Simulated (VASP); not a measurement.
Hg, 1 atom in the cell. The typed cell holds 1 atom: a = 3.330 Å, b = 3.355 Å, c = 8.704 Å, α = 80.05°, β = 89.47°, γ = 60.28°.  This cell differs from its parent crystal: strained.

```yaml
Program: VASP 6.6.1
Task: single point
Functional: PBEsol
Potentials_or_basis: VASP PAW PBE potentials, release 64 (Hg)
Cutoff: 520 eV
k_mesh: 10 × 10 × 4
Occupations: gaussian, width 0.02 eV
Spin: no spin polarisation
Dipole_correction: no
Further_INCAR_settings: ALGO = Normal; EDIFF = 1e-07; NBANDS = 12
```

Potentials or basis: VASP PAW PBE potentials, release 64 (Hg).

Command:

```bash
$ cat potpaw_PBE.64/Hg/POTCAR > POTCAR
$ mpirun -np 1 vasp_std > vasp.out
```

Hardware: 1 thread of AMD EPYC 7R43 64-Core Processor (Zen 3), with other jobs on the host.

How long does it take, and how much memory?

Run time: 5.1 min on 1 thread of AMD EPYC 7R43 64-Core Processor (Zen 3), on a shared host, peak memory 0.32 GiB. Counts: scf iterations 14, k points 204.
